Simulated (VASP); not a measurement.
# CdTe: single point with PBEsol

The system is CdTe.

```xyz
2
Lattice="0.0000 3.2448 3.2448 3.2448 0.0000 3.2448 3.2448 3.2448 0.0000" Properties=species:S:1:pos:R:3 pbc="T T T"
Cd    0.0000    0.0000    0.0000
Te    4.8672    4.8672    4.8672
```

```
Program                : VASP 6.6.1
Task                   : single point
Functional             : PBEsol
Potentials or basis    : VASP PAW PBE potentials, release 64 (Cd, Te)
Cutoff                 : 500 eV
k mesh                 : 6 × 6 × 6
Occupations            : gaussian, width 0.02 eV
Spin                   : no spin polarisation
Dipole correction      : no
Further INCAR settings : ALGO = Normal; EDIFF = 1e-06; NBANDS = 16
```

```yaml
Pressure: 0.2 GPa
Band_gap_on_the_k_mesh: 0.65 eV
```

Levels at points of the mesh, in eV from the valence-band top:
```tsv
k point	band 7	band 8	band 9	band 10	band 11	band 12
(0.00, 0.00, 0.00)	0.00	0.00	0.00	0.65	4.55	4.55
(0.50, 0.00, 0.00)	-4.45	-0.78	-0.78	1.73	5.13	5.13
(0.50, 0.50, 0.00)	-4.33	-1.87	-1.87	2.50	2.60	8.70
```

It took 9.5 s on 1 thread of Intel(R) Xeon(R) 6975P-C (Granite Rapids), with other jobs on the host, peak memory 0.2 GiB.

Caveat: the PAW data sets were made with another functional, which shifts forces and pressure a little; spin-orbit coupling is left out, which moves the levels of the heavy elements.
